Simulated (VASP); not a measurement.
**TePb: single point with r2SCAN**

TePb:

```
CELL_PARAMETERS angstrom
0.00000 3.58469 3.58469
3.58469 0.00000 3.58469
3.58469 3.58469 0.00000
ATOMIC_POSITIONS crystal
Pb 0.00000 0.00000 0.00000
Te 0.25000 0.25000 0.25000
```

This cell differs from its parent crystal: strain -1.6%.

```json
{
 "Program": "VASP 6.6.1",
 "Task": "single point",
 "Functional": "r2SCAN",
 "Potentials or basis": "VASP PAW PBE potentials, release 64 (Pb_d, Te)",
 "Cutoff": "550 eV",
 "k mesh": "6 × 6 × 6",
 "Occupations": "gaussian, width 0.01 eV",
 "Spin": "no spin polarisation",
 "Dipole correction": "no",
 "Further INCAR settings": "ALGO = Normal; EDIFF = 1e-06; NBANDS = 17"
}
```

```json
{"Pressure": "1.4 GPa", "Band gap on the k mesh": "0.81 eV, indirect (least direct gap 1.33 eV)"}
```

Levels at points of the mesh, in eV from the valence-band top:
| k point | band 6 | band 7 | band 8 | band 9 | band 10 | band 11 | band 12 | band 13 | band 14 | band 15 |
| --- | --- | --- | --- | --- | --- | --- | --- | --- | --- | --- |
| (0.00, 0.00, 0.00) | -11.97 | -6.01 | -1.53 | -1.53 | -1.53 | 1.81 | 1.81 | 1.81 | 4.40 | 7.64 |
| (0.50, 0.00, 0.00) | -11.14 | -8.03 | -2.13 | -2.13 | -1.91 | 2.68 | 2.68 | 4.33 | 6.14 | 7.33 |
| (0.50, 0.50, 0.00) | -10.71 | -8.63 | -2.88 | -2.88 | -0.52 | 0.81 | 5.05 | 5.05 | 6.18 | 7.61 |

It took 69 s on 1 thread of Intel(R) Xeon(R) Platinum 8488C (Sapphire Rapids), with other jobs on the host, peak memory 0.26 GiB.

Caveat: the cell differs from its parent crystal (strain -1.6%); the PAW data sets were made with another functional, which shifts forces and pressure a little; spin-orbit coupling is left out, which moves the levels of the heavy elements. A k mesh can miss the band edges.
